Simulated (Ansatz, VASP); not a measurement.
**MgO: VASP beside Ansatz**

```
Mg O
1.0
     4.65672    0.00000    0.00000
     0.00000    4.65672    0.00000
     0.00000    0.00000    3.60324
Mg O
1 1
Direct
  0.50000 0.50000 0.00000
  0.50000 0.50000 0.50000
```

Alike in both runs: functional PBE; k mesh 4 × 4 × 6; occupations gaussian, width 0.1 eV; no spin polarisation.

Ansatz relaxed the structure, and its values are those at the end. VASP's run is a single point on that final structure, the one shown.

|  | VASP | Ansatz |
| --- | --- | --- |
| version | VASP 6.6.1 | Ansatz 0.2.0 |
| potentials or method | VASP PAW PBE potentials, release 64 (Mg, O), cutoff 520 eV | scalar-relativistic, plane waves, PAW |
| valence electrons in the cell | 8 | 16 |

```tsv
	VASP	Ansatz	Ansatz less VASP
gap on the k mesh at the Fermi level (eV)	2.00	2.01	+0.008
least direct gap on the mesh (eV)	2.22	2.22	+0.008
pressure (GPa)	0.2	0.2	-0.01
```

The functional is the same, so the differences come from potentials, cutoffs and numerics. VASP's potentials hold 8 valence electrons a cell and Ansatz's 16, so a difference there can come from the potentials and not from the codes.
